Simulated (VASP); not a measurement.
# W (Im-3m) in VASP: a series of runs, part 2 of 2

VASP 6.6.1. Earlier steps stand in the parts before.

## 4. Single point, r2SCAN

This run uses another cell than the first one, of 16.64 Å³/atom, 1.050 times its volume.

File POSCAR:

```
W
1.0
   -1.6082896932      1.6082896932      1.6082896932
    1.6082896932     -1.6082896932      1.6082896932
    1.6082896932      1.6082896932     -1.6082896932
W
1
Direct
    0.0000000000      0.0000000000      0.0000000000
```

File INCAR.step1:

```
SYSTEM = W
PREC = Accurate
ENCUT = 520
ISMEAR = 1
SIGMA = 0.05
LREAL = .False.
LASPH = .True.
NELM = 100
NBANDS = 13
GGA = PE
ALGO = Normal
EDIFF = 1E-4
LWAVE = .True.
LCHARG = .False.
```

File INCAR.step2:

```
SYSTEM = W
PREC = Accurate
ENCUT = 520
EDIFF = 1E-7
ISMEAR = 1
SIGMA = 0.05
LREAL = .False.
LASPH = .True.
NELM = 100
ALGO = Normal
ISIF = 2
LWAVE = .False.
LCHARG = .True.
METAGGA = R2SCAN
LMIXTAU = .True.
LELF = .True.
LVHAR = .True.
NBANDS = 13
ISTART = 1
```

File KPOINTS:

```
regular mesh
0
Gamma
  13 13 13
  0 0 0
```

Potentials or basis: VASP PAW PBE potentials, release 64 (W_sv).

On the command line:

```sh
cat potpaw_PBE.64/W_sv/POTCAR > POTCAR
cp INCAR.step1 INCAR
mpirun -np 1 vasp_std > vasp.out
cp INCAR.step2 INCAR
mpirun -np 1 vasp_std > vasp.out
```

OUTCAR:

```text
SYSTEM = W
   PREC = Accurate
   ENCUT = 520
   EDIFF = 1E-7
   ISMEAR = 1
   LREAL = .False.
   LASPH = .True.
   NELM = 100
   ISIF = 2
   METAGGA = R2SCAN
   ISTART = 1

 ion  position               nearest neighbor table
   1  0.000  0.000  0.000-

  LATTYP: Found a body centered cubic cell.
 ALAT       =     3.2165793864

  Lattice vectors:

 A1 = (  -1.6082896932,   1.6082896932,   1.6082896932)
 A2 = (   1.6082896932,  -1.6082896932,   1.6082896932)
 A3 = (   1.6082896932,   1.6082896932,  -1.6082896932)

Analysis of symmetry for initial positions (statically):
=====================================================================
 Subroutine PRICEL returns:
 Original cell was already a primitive cell.

 Routine SETGRP: Setting up the symmetry group for a
 body centered cubic supercell.

 Subroutine GETGRP returns: Found 48 space group operations
 (whereof 48 operations were pure point group operations)
 out of a pool of 48 trial point group operations.

The static configuration has the point symmetry O_h .

Analysis of symmetry for dynamics (positions and initial velocities):
=====================================================================
 Subroutine PRICEL returns:
 Original cell was already a primitive cell.

 Routine SETGRP: Setting up the symmetry group for a
 body centered cubic supercell.

 Subroutine GETGRP returns: Found 48 space group operations
 (whereof 48 operations were pure point group operations)
 out of a pool of 48 trial point group operations.

The dynamic configuration has the point symmetry O_h .

 Subroutine INISYM returns: Found 48 space group operations
 (whereof 48 operations are pure point group operations),
 and found     1 'primitive' translations

----------------------------------------------------------------------------------------

                                     Primitive cell

  volume of cell :      16.6400

  direct lattice vectors                    reciprocal lattice vectors
    -1.608289693  1.608289693  1.608289693     0.000000000  0.310889265  0.310889265
     1.608289693 -1.608289693  1.608289693     0.310889265  0.000000000  0.310889265
     1.608289693  1.608289693 -1.608289693     0.310889265  0.310889265  0.000000000

  length of vectors
     2.785639462  2.785639462  2.785639462     0.439663814  0.439663814  0.439663814

  position of ions in fractional coordinates (direct lattice)
     0.000000000  0.000000000  0.000000000

  ion indices of the primitive-cell ions
   primitive index   ion index
                 1           1

----------------------------------------------------------------------------------------

 KPOINTS: regular mesh

Automatic generation of k-mesh.
 Grid dimensions read from file:
 generate k-points for:   13   13   13

 Generating k-lattice:

  Cartesian coordinates                     Fractional coordinates (reciprocal lattice)
     0.000000000  0.023914559  0.023914559     0.076923077  0.000000000  0.000000000
     0.023914559  0.000000000  0.023914559     0.000000000  0.076923077  0.000000000
     0.023914559  0.023914559  0.000000000     0.000000000  0.000000000  0.076923077

  Length of vectors
     0.033820293  0.033820293  0.033820293

  Shift w.r.t. Gamma in fractional coordinates (k-lattice)
     0.000000000  0.000000000  0.000000000

 Subroutine IBZKPT returns following result:
 ===========================================

 Found     84 irreducible k-points:

 Following reciprocal coordinates:
            Coordinates               Weight
  0.000000  0.000000  0.000000      1.000000
  0.076923  0.000000  0.000000     12.000000
  0.153846  0.000000  0.000000     12.000000
  0.230769  0.000000  0.000000     12.000000
  0.307692  0.000000  0.000000     12.000000
  0.384615  0.000000  0.000000     12.000000
[... 16 lines left out ...]
  0.153846  0.076923  0.076923     24.000000
  0.230769  0.076923  0.076923     24.000000
 [... further k-points ...]
   k-points           NKPTS =     84   k-points in BZ     NKDIM =     84   number of bands    NBANDS=     13
   number of dos      NEDOS =    301   number of ions     NIONS =      1
   total plane-waves  NPLWV =  13824
   dimension x,y,z NGX =    24 NGY =   24 NGZ =   24
   dimension x,y,z NGXF=    48 NGYF=   48 NGZF=   48
   ions per type =               1
   NGX,Y,Z   is equivalent  to a cutoff of  14.32, 14.32, 14.32 a.u.
   NGXF,Y,Z  is equivalent  to a cutoff of  28.65, 28.65, 28.65 a.u.
 SYSTEM =  W
   PREC   = accura    normal or accurate (medium, high low for compatibility)
   ISTART =      1    job   : 0-new  1-cont  2-samecut
   ICHARG =      0    charge: 1-file 2-atom 10-const
   ISPIN  =      1    spin polarized calculation?
   LNONCOLLINEAR =      F non collinear calculations
   LSORBIT =      F    spin-orbit coupling
   LASPH  =      T    aspherical Exc in radial PAW
   ENCUT  =  520.0 eV  38.22 Ry    6.18 a.u.   5.18  5.18  5.18*2*pi/ulx,y,z
   NELM   =    100;   NELMIN=  2; NELMDL=  0     # of ELM steps
   EDIFF  = 0.1E-06   stopping-criterion for ELM
   LREAL  =      F    real-space projection
   EDIFFG = 0.1E-05   stopping-criterion for IOM
   NSW    =      0    number of steps for IOM
   IBRION =     -1    ionic relax: 0-MD 1-quasi-New 2-CG
   NFREE  =      0    steps in history (QN), initial steepest desc. (CG)
   ISIF   =      2    stress and relaxation
   ISYM   =      2    0-nonsym 1-usesym 2-fastsym
   POTIM  = 0.5000    time-step for ionic-motion
   TEBEG  =    0.0;   TEEND  =   0.0 temperature during run
   PSTRESS=    0.0 pullay stress
   NELECT =      14.0000    total number of electrons
   NUPDOWN=      -1.0000    fix difference up-down
   EMIN   =  10.00;   EMAX   =-10.00  energy-range for DOS
   EFERMI =   0.00;   METHOD = LEGACY
   ISMEAR =     1;   SIGMA  =   0.05  broadening in eV -4-tet -1-fermi 0-gaus
   EFERMI_NEDOS =   21; number of points for ismear=-14 and -15
   IALGO  =     38    algorithm
   IMIX   =      4    mixing-type and parameters
     AMIX     =   0.40;   BMIX     =  1.00
     AMIX_MAG =   1.60;   BMIX_MAG =  1.00
  volume/ion in A,a.u.               =      16.64       112.29
  Fermi-wavevector in a.u.,A,eV,Ry     =   1.545491  2.920555 32.498106  2.388543
  Thomas-Fermi vector in A             =   2.650862
   LORBIT       =      0    0 simple, 1 ext, 2 COOP (PROOUT), +10 PAW based schemes
   METAGGA = R2SCAN    functional components
   LHFCALC =     F    Hartree Fock is set to
   AEXX    =    0.0000 exact exchange contribution
   IVDW    =     0    specifies the selected vdW correction
   LEPSILON=     F    determine dielectric tensor
   LRPA    =     F    only Hartree local field effects (RPA)
 non-spin polarized calculation
 Methfessel and Paxton  Order N= 1 SIGMA  =   0.05
  energy-cutoff  :      520.00
  volume of cell :       16.64
 maximum number of plane-waves:       458
 NGX is ok and might be reduce to    24
   NGX = 11   NGY = 11   NGZ = 11

 number of electron      14.0000000 magnetization

 Free energy of the ion-electron system (eV)
  ---------------------------------------------------
  ext. energy  EPLUGINS =         0.00000000
  ---------------------------------------------------
  free energy    TOTEN  =       -51.33839392 eV

  energy without entropy =      -51.33833373  energy(sigma->0) =      -51.33837386

 E-fermi :  10.5167     XC(G=0): -14.6455

 val. band max:       10.5163884265   @ k =   0.4615   0.0769   0.0000
 cond. band min:      10.7234624038   @ k =  -0.4615   0.4615   0.2308
 fundamental gap:      0.2070739773
 Fermi energy:        10.5166504659

 k-point     1 :       0.0000    0.0000    0.0000
  band No.  band energies     occupation
      1     -65.5719      2.00000
      2     -28.5035      2.00000
      3     -28.5035      2.00000
      4     -28.5035      2.00000
      5       0.7477      2.00000
      6       9.3999      2.00000
      7       9.3999      2.00000
      8       9.3999      2.00000
      9      13.0567      0.00000
     10      13.0568      0.00000
     11      25.7488      0.00000
     12      25.7488      0.00000
     13      25.7488      0.00000
[... 353 lines left out ...]
 k-point    24 :       0.2308    0.0769    0.0769
  band No.  band energies     occupation
      1     -65.4837      2.00000
      2     -29.3418      2.00000
      3     -28.7611      2.00000
      4     -28.5665      2.00000
      5       4.4134      2.00000
      6       7.5710      2.00000
      7       8.1738      2.00000
      8      12.7548      0.00000
      9      13.4224      0.00000
     10      14.4576      0.00000
     11      25.2888      0.00000
     12      25.3260      0.00000
     13      29.1426      0.00000

 [... further k-points ...]
[... 5 lines left out ...]
  --------------------------------------------------------------------------------------
  -------------------------------------------------------------------------------------
  Total       -1.3023339     -1.3023339     -1.3023339      0.0000000     -0.0000000      0.0000000
  in kB     -125.3949700   -125.3949700   -125.3949700      0.0000000     -0.0000000      0.0000000
  external PRESSURE =    -125.3949700 kB  Pullay stress =       0.0000000 kB

 VOLUME and BASIS-vectors are now :
 -----------------------------------------------------------------------------
  energy-cutoff  :      520.00
  volume of cell :       16.64
      direct lattice vectors                 reciprocal lattice vectors
    -1.608289693  1.608289693  1.608289693     0.000000000  0.310889265  0.310889265
     1.608289693 -1.608289693  1.608289693     0.310889265  0.000000000  0.310889265
     1.608289693  1.608289693 -1.608289693     0.310889265  0.310889265  0.000000000

 POSITION                                       TOTAL-FORCE (eV/Angst)
 -----------------------------------------------------------------------------------
      0.00000      0.00000      0.00000        -0.000000      0.000000      0.000000
 -----------------------------------------------------------------------------------
    total drift:                                0.000000      0.000000      0.000000

  FREE ENERGIE OF THE ION-ELECTRON SYSTEM (eV)
  ---------------------------------------------------
  free  energy   TOTEN  =       -51.3383939167 eV

  energy  without entropy=      -51.3383337350  energy(sigma->0) =      -51.33837386
```

OUTCAR.step1:

```text
SYSTEM = W
   PREC = Accurate
   ENCUT = 520
   ISMEAR = 1
   LREAL = .False.
   LASPH = .True.
[... 601 lines left out ...]
 POSITION                                       TOTAL-FORCE (eV/Angst)
 -----------------------------------------------------------------------------------
      0.00000      0.00000      0.00000         0.000000      0.000000      0.000000
 -----------------------------------------------------------------------------------
    total drift:                                0.000000      0.000000      0.000000

  FREE ENERGIE OF THE ION-ELECTRON SYSTEM (eV)
  ---------------------------------------------------
  free  energy   TOTEN  =       -12.9543184617 eV

  energy  without entropy=      -12.9540915955  energy(sigma->0) =      -12.95424284
```

Wall time 26 s (1 thread of Intel Xeon 6975P-C (Granite Rapids), shared host); peak memory 0.15 GiB.

What came out:

- Free energy: -51.3384 eV
- Pressure: -12.5 GPa
- Band gap on the k mesh: zero (band 7 reaches 14.96 eV, above the bottom of band 8 at 9.40 eV)

Levels at points of the mesh, in eV from the Fermi level:
| k point | band 3 | band 4 | band 5 | band 6 | band 7 | band 8 | band 9 | band 10 | band 11 | band 12 |
| --- | --- | --- | --- | --- | --- | --- | --- | --- | --- | --- |
| (0.00, 0.00, 0.00) | -39.02 | -39.02 | -9.77 | -1.12 | -1.12 | -1.12 | 2.54 | 2.54 | 15.23 | 15.23 |

Caveat: the PAW data sets were made with another functional, which shifts forces and pressure a little; spin-orbit coupling is left out, which moves the levels of the heavy elements.

## 5. Single point, r2SCAN

This run uses another cell than the first one, of 17.04 Å³/atom, 1.075 times its volume.

File POSCAR:

```
W
1.0
   -1.6209539130      1.6209539130      1.6209539130
    1.6209539130     -1.6209539130      1.6209539130
    1.6209539130      1.6209539130     -1.6209539130
W
1
Direct
    0.0000000000      0.0000000000      0.0000000000
```

File INCAR.step1:

```
PREC = Accurate
ENCUT = 520
ISMEAR = 1
SIGMA = 0.05
LREAL = False
LASPH = True
NELM = 80
NBANDS = 13
GGA = PE
ALGO = Normal
EDIFF = 1E-4
LWAVE = True
LCHARG = False
```

File INCAR.step2:

```
PREC = Accurate
ENCUT = 520
EDIFF = 1E-7
ISMEAR = 1
SIGMA = 0.05
LREAL = False
LASPH = True
NELM = 80
ALGO = Normal
ISIF = 2
LWAVE = False
LCHARG = False
METAGGA = R2SCAN
LMIXTAU = True
NBANDS = 13
ISTART = 1
```

File KPOINTS:

```
Automatic mesh
0
Gamma
  13 13 13
```

On the command line:

```sh
cat potpaw_PBE.64/W_sv/POTCAR > POTCAR
cp INCAR.step1 INCAR
mpirun -np 1 vasp_std > vasp.out
cp INCAR.step2 INCAR
mpirun -np 1 vasp_std > vasp.out
```

Wall time 27 s (1 thread of Intel Xeon 6975P-C (Granite Rapids), shared host); peak memory 0.16 GiB.

Results (log left out):

| Item | Value |
| --- | --- |
| Free energy | -51.3001 eV |
| Pressure | -18.4 GPa |
| Band gap on the k mesh | zero (band 7 reaches 14.50 eV, above the bottom of band 8 at 9.11 eV) |

Levels at points of the mesh, in eV from the Fermi level:
```tsv
k point	band 3	band 4	band 5	band 6	band 7	band 8	band 9	band 10	band 11	band 12
(0.00, 0.00, 0.00)	-39.06	-39.06	-9.61	-1.06	-1.06	-1.06	2.51	2.51	15.20	15.20
```

Caveat: the PAW data sets were made with another functional, which shifts forces and pressure a little; spin-orbit coupling is left out, which moves the levels of the heavy elements.

## 6. Single point, r2SCAN

This run uses another cell than the first one, of 17.43 Å³/atom, 1.100 times its volume.

File POSCAR:

```
W
1.0
   -1.6334232793      1.6334232793      1.6334232793
    1.6334232793     -1.6334232793      1.6334232793
    1.6334232793      1.6334232793     -1.6334232793
W
1
Direct
    0.0000000000      0.0000000000      0.0000000000
```

File INCAR.step1:

```
SYSTEM = W
ALGO     = Normal         ! electronic algorithm
EDIFF    = 1E-4           ! SCF threshold, eV
ENCUT    = 520            ! plane-wave cutoff, eV
GGA      = PE             ! functional
ISMEAR   = 1              ! smearing method
LASPH    = .TRUE.         ! aspherical terms in the spheres
LCHARG   = .FALSE.        ! write CHGCAR
LREAL    = .FALSE.        ! projectors in reciprocal space
LWAVE    = .TRUE.         ! write WAVECAR
NBANDS   = 13             ! bands
NELM     = 60             ! most SCF steps
PREC     = Accurate       ! precision mode
SIGMA    = 0.05           ! smearing width, eV
```

File INCAR.step2:

```
SYSTEM = W
ALGO     = Normal         ! electronic algorithm
EDIFF    = 1E-6           ! SCF threshold, eV
ENCUT    = 520            ! plane-wave cutoff, eV
ISIF     = 2              ! what is computed and relaxed
ISMEAR   = 1              ! smearing method
ISTART   = 1            
LASPH    = .TRUE.         ! aspherical terms in the spheres
LCHARG   = .FALSE.        ! write CHGCAR
LMIXTAU  = .TRUE.       
LREAL    = .FALSE.        ! projectors in reciprocal space
LWAVE    = .FALSE.        ! write WAVECAR
METAGGA  = R2SCAN         ! meta-GGA
NBANDS   = 13             ! bands
NELM     = 60             ! most SCF steps
PREC     = Accurate       ! precision mode
SIGMA    = 0.05           ! smearing width, eV
```

File KPOINTS:

```
k-points
0
G
  13 13 13
  0 0 0
```

Potentials or basis: VASP PAW PBE potentials, release 64 (W_sv).

On the command line:

```sh
cat potpaw_PBE.64/W_sv/POTCAR > POTCAR
cp INCAR.step1 INCAR
mpirun -np 1 vasp_std > vasp.out
cp INCAR.step2 INCAR
mpirun -np 1 vasp_std > vasp.out
```

Wall time 25 s (1 thread of Intel Xeon 6975P-C (Granite Rapids), shared host); peak memory 0.16 GiB.

The run converged. Its results:

```yaml
Free_energy: -51.2483 eV
Pressure: -23.6 GPa
Band_gap_on_the_k_mesh: zero (band 7 reaches 14.05 eV, above the bottom of band 8 at 8.83 eV)
```

Levels at points of the mesh, in eV from the Fermi level:
```
           k point  band 3  band 4  band 5  band 6  band 7  band 8  band 9  band 10  band 11  band 12
(0.00, 0.00, 0.00)  -39.13  -39.13   -9.48   -1.03   -1.03   -1.03    2.46     2.46    15.15    15.15
```

Caveat: the PAW data sets were made with another functional, which shifts forces and pressure a little; spin-orbit coupling is left out, which moves the levels of the heavy elements.

## 7. Overview

```csv
cell,gap on the mesh (eV),pressure (GPa)
"a = 2.741 Å, angles 109.5°, 1 atom",none,2.2
"a = 2.763 Å, angles 109.5°, 1 atom",none,-5.6
"a = 2.786 Å, angles 109.5°, 1 atom",none,-12.5
"a = 2.808 Å, angles 109.5°, 1 atom",none,-18.4
"a = 2.829 Å, angles 109.5°, 1 atom",none,-23.6
```

Alike in all rows: task single point; level r2SCAN; potentials or basis VASP PAW PBE potentials, release 64 (W_sv); no spin polarisation; k mesh 13 × 13 × 13; cutoff (eV) 520; smearing methfessel-paxton 0.05 eV.

Caveats: the PAW data sets were made with another functional, which shifts forces and pressure a little; spin-orbit coupling is left out, which moves the levels of the heavy elements.

Absolute energies hang on the potentials; compare differences alone.
